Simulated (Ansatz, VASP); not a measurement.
**CuSn3: VASP beside Ansatz**

```
Sn Cu
1.0
    -2.23990    2.23990    4.87070
     2.23990   -2.23990    4.87070
     2.23990    2.23990   -4.87070
Sn Cu
3 1
Cartesian
  0.0000 0.0000 4.8707
  2.2399 0.0000 2.4354
  0.0000 2.2399 2.4354
  0.0000 0.0000 0.0000
```

Alike in both runs: task relaxation of cell and atoms; functional PBEsol; k mesh 8 × 8 × 8; occupations fermi-dirac, width 0.05 eV; no spin polarisation.

```csv
,VASP,Ansatz
version,VASP 6.6.1,Ansatz 0.2.0
potentials or method,"VASP PAW PBE potentials, release 64 (Sn_d, Cu)",Ansatz PAW
plane-wave cutoff (eV),600,420
valence electrons in the cell,53,61
```

VASP gave:

```
gap on the k mesh at the Fermi level, each at its own relaxed structure (eV)  : none
relaxed volume (Å³/atom)                                                      : 22.63
relaxed length of the cell vector where the two differ most in proportion (Å) : 5.658
```

**Question.** What did Ansatz give for the same quantities?

**Answer.** gap on the k mesh at the Fermi level, each at its own relaxed structure (eV): none; relaxed volume (Å³/atom): 22.62; relaxed length of the cell vector where the two differ most in proportion (Å): 5.654.

VASP's potentials were made for PBE, not for PBEsol. A gap of «none» marks a metal or a gap that the smearing closes. VASP's potentials hold 53 valence electrons a cell and Ansatz's 61, so a difference there can come from the potentials and not from the codes.

Noted on Ansatz's run: the plane-wave basis is chosen anew once the cell has moved, so the energies of steps on either side of that aren't comparable.
